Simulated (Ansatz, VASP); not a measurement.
Two plane-wave programs on Cd2S

INCAR

```
  ALGO = Normal
  EDIFF = 1E-6
  ENCUT = 520
  GGA = PS
  ISIF = 2
  ISMEAR = -1
  LASPH = True
  LCHARG = True
  LELF = True
  LREAL = False
  LVHAR = True
  LWAVE = False
  NBANDS = 22
  NELM = 60
  PREC = Accurate
  SIGMA = 0.05
```

File KPOINTS:

```
k-points
0
Gamma
  7 7 4
```

The input POSCAR:

```
Cd2S
1.0
    3.9230433485      0.0000000000      0.0000000000
   -1.9615216743      3.3974552000      0.0000000000
    0.0000000000      0.0000000000      5.8091920000
Cd S
2 1
Direct
    0.3333333333      0.6666666667      0.9327170000
    0.6666666667      0.3333333333      0.5787350000
    0.3333333333      0.6666666667      0.3657050000
```

File input.yaml:

```yaml
crystal:
  lattice:
    - [3.9230433485, 0.0, 0.0]
    - [-1.9615216743, 3.3974552, 0.0]
    - [0.0, 0.0, 5.809192]
  atoms:
    - { symbol: Cd, position: [0.3333333333, 0.6666666667, 0.932717] }
    - { symbol: Cd, position: [0.6666666667, 0.3333333333, 0.578735] }
    - { symbol: S, position: [0.3333333333, 0.6666666667, 0.365705] }
hamiltonian:
  xc: pbesol
  pseudopotentials: { kind: paw }
kpoints:
  mp_grid: { grid: [7, 7, 4] }
scf:
  occupations: { method: fermi_dirac, width: 0.05 }
output:
  forces: true
  stress: true
  eigenvalues: true
```

Alike in both runs: task single point; functional PBEsol; k mesh 7 × 7 × 4; occupations fermi-dirac, width 0.05 eV; no spin polarisation.

|  | VASP | Ansatz |
| --- | --- | --- |
| version | VASP 6.6.1 | Ansatz 0.2.0 |
| potentials or method | VASP PAW PBE potentials, release 64 (Cd, S) | Ansatz PAW |
| plane-wave cutoff (eV) | 520 | 420 |
| valence electrons in the cell | 30 | 46 |

Ansatz gave:

* gap on the k mesh at the Fermi level (eV): 0.53
* least direct gap on the mesh (eV): 0.85
* pressure (GPa): -2.5
* traceless stress, the component that is largest in VASP (GPa): -0.80
* rms of the force components (eV/Å): 0.030

**Question.** Estimate VASP's values.

**Answer.** gap on the k mesh at the Fermi level (eV): 0.53; least direct gap on the mesh (eV): 0.85; pressure (GPa): -2.2; traceless stress, the component that is largest in VASP (GPa): -0.71; rms of the force components (eV/Å): 0.018.

VASP's potentials were made for PBE, not for PBEsol. Atom by atom the forces differ by 0.012 eV/Å (rms over components). VASP's potentials hold 30 valence electrons a cell and Ansatz's 46, so a difference there can come from the potentials and not from the codes.

Noted on Ansatz's run: odd divisions of the mesh miss points on the zone boundary, where band edges often lie, so the gap on the mesh can be too wide.
